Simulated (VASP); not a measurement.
The system is HfV2N3.

```
Hf V N
1.0
     4.12930    0.00000    0.00000
     0.00000    4.12930    0.00000
     0.00000    0.00000    4.39596
Hf V N
1 2 3
Direct
  0.00000 0.00000 0.93787
  0.50000 0.00000 0.48311
  0.00000 0.50000 0.48311
  0.50000 0.00000 0.08469
  0.00000 0.50000 0.08469
  0.50000 0.50000 0.32497
```

The cell was generated, and may not be a known phase.

* Program: VASP 6.6.1
* Task: relaxation of cell and atoms
* Functional: PBE
* Potentials or basis: VASP PAW PBE potentials, release 64 (Hf_pv, V_sv, N)
* Cutoff: 600 eV
* k mesh: 4 × 4 × 4
* Occupations: gaussian, width 0.1 eV
* Spin: collinear spin, antiferromagnetic start
* Starting moments: [0.0, 2.0, -2.0, 0.0, 0.0, 0.0] μB

At the start: pressure -0.6 GPa; volume 12.49 Å³/atom.

Q: Where does the relaxation end?

A: Over 21 steps the energy falls by 656.2 meV/atom and the volume is 11.69 Å³/atom (-6.4 %); space group P4mm (No. 99, to 0.1 Å) before, P4/mmm (No. 123, to 0.1 Å); moment 0.00 μB per cell.

The path:
```tsv
step	energy change (eV)	largest force (eV/Å)	pressure (GPa)	volume (Å³)
1	0.0000	5.5037	-0.56	74.96
2	-2.0402	4.8689	-2.91	74.46
3	-3.3114	2.5781	-6.03	72.66
4	-3.7873	0.4743	-6.29	73.29
5	-3.7892	0.4317	-6.23	73.35
6	-3.6047	1.4685	17.31	66.48
7	-3.8422	0.4960	0.33	71.05
8	-3.8679	0.2017	0.65	70.43
9	-3.8679	0.2101	0.66	70.43
10	-3.8776	0.4187	-0.63	70.80
11	-3.8776	0.4190	-0.64	70.80
12	-3.8893	0.3960	-0.32	70.64
13	-3.9095	0.2466	0.96	70.16
14	-3.9097	0.3070	0.64	70.27
15	-3.9184	0.2449	0.37	70.28
16	-3.9292	0.2404	-0.15	70.31
17	-3.9293	0.2441	-0.18	70.32
18	-3.9332	0.2095	-0.15	70.27
19	-3.9356	0.1546	-0.05	70.20
20	-3.9362	0.1241	0.03	70.19
21	-3.9370	0.0364	0.26	70.13
```

Final structure:
```
Hf V N
1.0
     4.25414    0.00000    0.00000
     0.00000    4.25414    0.00000
     0.00000    0.00000    3.87508
Hf V N
1 2 3
Direct
  0.00000 0.00000 0.97743
  0.50000 0.00000 0.47668
  0.00000 0.50000 0.47668
  0.50000 0.00000 0.98890
  0.00000 0.50000 0.98890
  0.50000 0.50000 0.48984
```

Caveat: the k points lie up to 0.41 Å⁻¹ apart in the final cell; the moments typed at the start vanished in this run.
